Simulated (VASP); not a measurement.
# Be (Fd-3m) in VASP: further runs, part 2 of 2

VASP 6.6.1. The steps go on from the part before.

## 3. Relaxation of cell and atoms, LDA

This run uses another cell than the first one, of 10.50 Å³/atom.

Input file INCAR:

```
ALGO = Normal
EDIFF = 1E-7
EDIFFG = -0.02
ENCUT = 600
GGA = CA
GGA_COMPAT = F
IBRION = 2
ISIF = 3
ISMEAR = -1
LASPH = T
LCHARG = F
LREAL = F
LWAVE = F
NELM = 120
NELMIN = 4
NSW = 80
PREC = Accurate
SIGMA = 0.1
```

Input file KPOINTS:

```
k-points
0
Gamma
  17 17 17
```

Input file POSCAR:

```
Be
1.0
    0.0000000000      2.1900000000      2.1900000000
    2.1900000000      0.0000000000      2.1900000000
    2.1900000000      2.1900000000      0.0000000000
Be
2
Direct
    1.0000000000      1.0000000000      1.0000000000
    0.2500000000      0.2500000000      0.2500000000
```

Potentials or basis: VASP PAW LDA potentials, release 64 (Be).

The run is started by

```console
cat potpaw_LDA.64/Be/POTCAR > POTCAR
mpirun -np 1 vasp_std > vasp.out
```

OUTCAR:

```text
EDIFF = 1E-7
   EDIFFG = -0.02
   ENCUT = 600
   GGA = CA
   IBRION = 2
   ISIF = 3
   ISMEAR = -1
   LASPH = T
   LREAL = F
   NELM = 120
   NELMIN = 4
   NSW = 80
   PREC = Accurate

 ion  position               nearest neighbor table
   1  0.000  0.000  0.000-   2 1.90   2 1.90   2 1.90   2 1.90
   2  0.250  0.250  0.250-   1 1.90   1 1.90   1 1.90   1 1.90

  LATTYP: Found a face centered cubic cell.
 ALAT       =     4.3800000000

  Lattice vectors:

 A1 = (   0.0000000000,   2.1900000000,   2.1900000000)
 A2 = (   2.1900000000,   0.0000000000,   2.1900000000)
 A3 = (   2.1900000000,   2.1900000000,   0.0000000000)

Analysis of symmetry for initial positions (statically):
=====================================================================
 Subroutine PRICEL returns:
 Original cell was already a primitive cell.

 Routine SETGRP: Setting up the symmetry group for a
 face centered cubic supercell.

 Subroutine GETGRP returns: Found 48 space group operations
 (whereof 24 operations were pure point group operations)
 out of a pool of 48 trial point group operations.

The static configuration has the point symmetry T_d .
 The point group associated with its full space group is O_h .

Analysis of symmetry for dynamics (positions and initial velocities):
=====================================================================
 Subroutine PRICEL returns:
 Original cell was already a primitive cell.

 Routine SETGRP: Setting up the symmetry group for a
 face centered cubic supercell.

 Subroutine GETGRP returns: Found 48 space group operations
 (whereof 24 operations were pure point group operations)
 out of a pool of 48 trial point group operations.

The dynamic configuration has the point symmetry T_d .
 The point group associated with its full space group is O_h .

 Subroutine INISYM returns: Found 48 space group operations
 (whereof 24 operations are pure point group operations),
 and found     1 'primitive' translations

----------------------------------------------------------------------------------------

                                     Primitive cell

  volume of cell :      21.0069

  direct lattice vectors                    reciprocal lattice vectors
     0.000000000  2.190000000  2.190000000    -0.228310502  0.228310502  0.228310502
     2.190000000  0.000000000  2.190000000     0.228310502 -0.228310502  0.228310502
     2.190000000  2.190000000  0.000000000     0.228310502  0.228310502 -0.228310502

  length of vectors
     3.097127702  3.097127702  3.097127702     0.395445390  0.395445390  0.395445390

  position of ions in fractional coordinates (direct lattice)
     0.000000000  0.000000000  0.000000000
     0.250000000  0.250000000  0.250000000

  ion indices of the primitive-cell ions
   primitive index   ion index
                 1           1
                 2           2

----------------------------------------------------------------------------------------

 KPOINTS: k-points

Automatic generation of k-mesh.
 Grid dimensions read from file:
 generate k-points for:   17   17   17

 Generating k-lattice:

  Cartesian coordinates                     Fractional coordinates (reciprocal lattice)
    -0.013430030  0.013430030  0.013430030     0.058823529  0.000000000  0.000000000
     0.013430030 -0.013430030  0.013430030     0.000000000  0.058823529  0.000000000
     0.013430030  0.013430030 -0.013430030     0.000000000  0.000000000  0.058823529

  Length of vectors
     0.023261494  0.023261494  0.023261494

  Shift w.r.t. Gamma in fractional coordinates (k-lattice)
     0.000000000  0.000000000  0.000000000

 Subroutine IBZKPT returns following result:
 ===========================================

 Found    165 irreducible k-points:

 Following reciprocal coordinates:
            Coordinates               Weight
  0.000000  0.000000  0.000000      1.000000
  0.058824  0.000000  0.000000      8.000000
  0.117647  0.000000  0.000000      8.000000
  0.176471  0.000000  0.000000      8.000000
  0.235294  0.000000  0.000000      8.000000
  0.294118  0.000000  0.000000      8.000000
[... 16 lines left out ...]
 -0.176471  0.058824  0.000000     24.000000
 -0.117647  0.058824  0.000000     24.000000
 [... further k-points ...]
   k-points           NKPTS =    165   k-points in BZ     NKDIM =    165   number of bands    NBANDS=      6
   number of dos      NEDOS =    301   number of ions     NIONS =      2
   total plane-waves  NPLWV =  21952
   dimension x,y,z NGX =    28 NGY =   28 NGZ =   28
   dimension x,y,z NGXF=    56 NGYF=   56 NGZF=   56
   ions per type =               2
   NGX,Y,Z   is equivalent  to a cutoff of  15.03, 15.03, 15.03 a.u.
   NGXF,Y,Z  is equivalent  to a cutoff of  30.06, 30.06, 30.06 a.u.
 SYSTEM =  unknown system
   PREC   = accura    normal or accurate (medium, high low for compatibility)
   ISTART =      0    job   : 0-new  1-cont  2-samecut
   ICHARG =      2    charge: 1-file 2-atom 10-const
   ISPIN  =      1    spin polarized calculation?
   LNONCOLLINEAR =      F non collinear calculations
   LSORBIT =      F    spin-orbit coupling
   LASPH  =      T    aspherical Exc in radial PAW
   ENCUT  =  600.0 eV  44.10 Ry    6.64 a.u.   6.19  6.19  6.19*2*pi/ulx,y,z
   NELM   =    120;   NELMIN=  4; NELMDL= -5     # of ELM steps
   EDIFF  = 0.1E-06   stopping-criterion for ELM
   LREAL  =      F    real-space projection
   EDIFFG = -.2E-01   stopping-criterion for IOM
   NSW    =     80    number of steps for IOM
   IBRION =      2    ionic relax: 0-MD 1-quasi-New 2-CG
   NFREE  =      1    steps in history (QN), initial steepest desc. (CG)
   ISIF   =      3    stress and relaxation
   ISYM   =      2    0-nonsym 1-usesym 2-fastsym
   POTIM  = 0.5000    time-step for ionic-motion
   TEBEG  =    0.0;   TEEND  =   0.0 temperature during run
   PSTRESS=    0.0 pullay stress
   NELECT =       4.0000    total number of electrons
   NUPDOWN=      -1.0000    fix difference up-down
   EMIN   =  10.00;   EMAX   =-10.00  energy-range for DOS
   EFERMI =   0.00;   METHOD = LEGACY
   ISMEAR =    -1;   SIGMA  =   0.10  broadening in eV -4-tet -1-fermi 0-gaus
   EFERMI_NEDOS =   21; number of points for ismear=-14 and -15
   IALGO  =     38    algorithm
   IMIX   =      4    mixing-type and parameters
     AMIX     =   0.40;   BMIX     =  1.00
     AMIX_MAG =   1.60;   BMIX_MAG =  1.00
  volume/ion in A,a.u.               =      10.50        70.88
  Fermi-wavevector in a.u.,A,eV,Ry     =   0.941833  1.779807 12.069048  0.887050
  Thomas-Fermi vector in A             =   2.069383
   LORBIT       =      0    0 simple, 1 ext, 2 COOP (PROOUT), +10 PAW based schemes
   GGA     = CA    functional components
   LHFCALC =     F    Hartree Fock is set to
   AEXX    =    0.0000 exact exchange contribution
   IVDW    =     0    specifies the selected vdW correction
   LEPSILON=     F    determine dielectric tensor
   LRPA    =     F    only Hartree local field effects (RPA)
 conjugate gradient relaxation of ions
 non-spin polarized calculation
  energy-cutoff  :      600.00
  volume of cell :       21.01
 maximum number of plane-waves:       725
 NGX is ok and might be reduce to    28
   NGX = 13   NGY = 13   NGZ = 13

--------------------------------------- Ionic step        1  -------------------------------------------

 number of electron       4.0000000 magnetization

 Free energy of the ion-electron system (eV)
  ---------------------------------------------------
  ext. energy  EPLUGINS =         0.00000000
  ---------------------------------------------------
  free energy    TOTEN  =        -4.54699756 eV

  energy without entropy =       -4.51923840  energy(sigma->0) =       -4.53311798

 E-fermi :   3.5831     XC(G=0):  -9.6012

 val. band max:        3.5651252778   @ k =   0.4118   0.2353   0.0588
 cond. band min:       3.6097751241   @ k =  -0.4118   0.4118   0.1765
 fundamental gap:      0.0446498463
 Fermi energy:         3.5830808683

 k-point     1 :       0.0000    0.0000    0.0000
  band No.  band energies     occupation
      1      -5.0628      2.00000
      2       9.4975      0.00000
      3       9.4975      0.00000
      4       9.4975      0.00000
      5      12.4094      0.00000
      6      12.4094      0.00000

 k-point     2 :       0.0588    0.0000    0.0000
  band No.  band energies     occupation
      1      -5.0016      2.00000
      2       8.8934      0.00000
      3       9.3250      0.00000
      4       9.3250      0.00000
      5      12.6313      0.00000
      6      12.6313      0.00000
[... 303 lines left out ...]
  energy  without entropy=       -4.9143094799  energy(sigma->0) =       -4.93048308

--------------------------------------- Ionic step        4  -------------------------------------------

 number of electron       4.0000000 magnetization

 Free energy of the ion-electron system (eV)
  ---------------------------------------------------
  ext. energy  EPLUGINS =         0.00000000
  ---------------------------------------------------
  free energy    TOTEN  =        -4.95608211 eV

  energy without entropy =       -4.92408081  energy(sigma->0) =       -4.94008146

 E-fermi :   1.8099     XC(G=0):  -8.6998

 val. band max:        1.7800215458   @ k =  -0.3529   0.4118   0.1765
 cond. band min:       1.8268481841   @ k =   0.3529   0.1176   0.0588
 fundamental gap:      0.0468266383
 Fermi energy:         1.8098625711

 k-point     1 :       0.0000    0.0000    0.0000
  band No.  band energies     occupation
      1      -5.5448      2.00000
      2       6.6160      0.00000
      3       6.6160      0.00000
      4       6.6160      0.00000
      5       9.2185      0.00000
      6       9.2185      0.00000

 k-point     2 :       0.0588    0.0000    0.0000
  band No.  band energies     occupation
      1      -5.4921      2.00000
      2       6.1574      0.00000
      3       6.4896      0.00000
      4       6.4896      0.00000
      5       9.3825      0.00000
      6       9.3825      0.00000
[... 227 lines left out ...]
  FREE ENERGIE OF THE ION-ELECTRON SYSTEM (eV)
  ---------------------------------------------------
  free  energy   TOTEN  =        -4.9560821080 eV

  energy  without entropy=       -4.9240808141  energy(sigma->0) =       -4.94008146

 reached required accuracy - stopping structural energy minimisation
```

CONTCAR:

```text
Be
   1.00000000000000
     0.0000000000000000    2.4177445447247656    2.4177445447247656
     2.4177445447247656   -0.0000000000000000    2.4177445447247656
     2.4177445447247656    2.4177445447247656   -0.0000000000000000
  Be
     2
Direct
     0.0000000000000000    0.0000000000000000    0.0000000000000000
     0.2500000000000000    0.2500000000000000    0.2500000000000000

  0.00000000E+00  0.00000000E+00  0.00000000E+00
  0.00000000E+00  0.00000000E+00  0.00000000E+00
```

Wall time 67 s (1 thread of AMD EPYC 7R13 (Zen 3), shared host); peak memory 0.12 GiB.

Results:

```yaml
Free_energy: -4.9561 eV
Relaxed_volume: 14.13 Å³/atom
Relaxed_cell: a = 3.419 Å, b = 3.419 Å, c = 3.419 Å, α = 60.00°, β = 60.00°, γ = 60.00°
Space_group_after_relaxing_to_0.1_Å: Fd-3m (No. 227)
Energy_gained_by_relaxing: 204.5 meV/atom
Ionic_steps: 4
Pressure_after_relaxing: -0.2 GPa
Band_gap_on_the_k_mesh: zero (bands 2 and 3 overlap by 6.30 eV)
```

Step by step:
| step | energy change (eV) | largest force (eV/Å) | pressure (GPa) | volume (Å³) |
| --- | --- | --- | --- | --- |
| 1 | 0.0000 | 0.0000 | 22.69 | 21.01 |
| 2 | -0.3776 | 0.0000 | 4.66 | 25.86 |
| 3 | -0.3997 | 0.0000 | -2.10 | 29.56 |
| 4 | -0.4091 | 0.0000 | -0.16 | 28.27 |

Final structure:
```
Be
1.0
     0.00000    2.41774    2.41774
     2.41774    0.00000    2.41774
     2.41774    2.41774    0.00000
Be
2
Direct
  0.00000 0.00000 0.00000
  0.25000 0.25000 0.25000
```

Levels at points of the mesh, in eV from the Fermi level:
```csv
k point,band 1,band 2,band 3,band 4,band 5,band 6
"(0.00, 0.00, 0.00)",-7.35,4.81,4.81,4.81,7.41,7.41
```

Caveat: the volume moved by over 15 % at a fixed basis, so the end points are rough.
